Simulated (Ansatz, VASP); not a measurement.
**One calculation of SnO2, two programs**

```
Sn O
1.0
     4.96914    0.00000    0.00000
     0.00000    4.47622    0.00000
     0.00000    0.00000    3.19002
Sn O
2 4
Direct
  0.50000 0.50000 0.50000
  0.00000 0.00000 0.00000
  0.30557 0.30657 0.00000
  0.80557 0.19343 0.50000
  0.19443 0.80657 0.50000
  0.69443 0.69343 0.00000
```

Change from the starting cell: strain +0.0525 x Voigt [1, -1, 0, 0, 0, 0], atoms carried along.

Alike in both runs: task single point; functional LDA; k mesh 6 × 6 × 8; occupations gaussian, width 0.05 eV; no spin polarisation.

|  | VASP | Ansatz |
| --- | --- | --- |
| version | VASP 6.6.1 | Ansatz 0.2.0 |
| potentials or method | VASP PAW LDA potentials, release 64 (Sn_d, O), cutoff 520 eV | scalar-relativistic, plane waves, PAW |
| valence electrons in the cell | 52 | 52 |

|  | VASP | Ansatz | Ansatz less VASP |
| --- | --- | --- | --- |
| gap on the k mesh at the Fermi level (eV) | 1.14 | 1.10 | -0.035 |
| least direct gap on the mesh (eV) | 1.14 | 1.10 | -0.035 |
| pressure (GPa) | 1.1 | 0.0 | -1.06 |
| traceless stress, the component that is largest in VASP (GPa) | -4.60 | -4.55 | +0.056 |
| rms of the force components (eV/Å) | 0.039 | 0.044 | +0.0056 |

LDA's correlation is that of Perdew and Zunger in VASP and of Perdew and Wang (1992) in Ansatz. Atom by atom the forces differ by 0.010 eV/Å (rms over components).
